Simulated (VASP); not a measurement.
# Be2H: single point with PBE

The system is Be2H.

```
CELL_PARAMETERS angstrom
2.67900 0.00000 0.00000
-1.33950 2.32008 0.00000
0.00000 0.00000 3.70032
ATOMIC_POSITIONS crystal
Be 0.33333 0.66667 0.70179
Be 0.66667 0.33333 0.29821
H 0.00000 0.00000 0.00000
```

```yaml
Program: VASP 6.6.1
Task: single point
Functional: PBE
Potentials_or_basis: VASP PAW PBE potentials, release 64 (Be, H)
Cutoff: 520 eV
k_mesh: 6 × 6 × 6
Occupations: gaussian, width 0.1 eV
Spin: no spin polarisation
```

| Quantity | Value |
| --- | --- |
| Pressure | -8.4 GPa |
| Largest force | 1.442 eV/Å |

Forces in eV/Å, atoms in the order of the input:
```
Be   0.000  0.000  1.442
Be   0.000  0.000 -1.442
H    0.000  0.000  0.000
```

Stress tensor (GPa, compression positive):
```
-13.06   0.00   0.00
  0.00 -13.06   0.00
  0.00   0.00   1.02
```

Levels at points of the mesh, in eV from the Fermi level:
```csv
k point,band 1,band 2,band 3,band 4,band 5
"(0.00, 0.00, 0.00)",-11.76,-4.34,0.42,9.01,9.01
"(0.50, 0.00, 0.00)",-7.44,-4.27,1.28,2.07,4.35
"(0.00, 0.00, 0.50)",-10.47,-8.25,7.65,9.92,9.92
"(0.50, 0.00, 0.50)",-6.24,-4.01,-2.02,-1.02,6.01
```

It took 3.2 s on 1 thread of AMD EPYC 9R45 96-Core Processor (Zen 5) (shared host), peak memory 0.1 GiB.

Caveat: the k points lie up to 0.45 Å⁻¹ apart; forces of over 1 eV/Å act on the atoms, so gaps and moduli don't describe the material at rest.
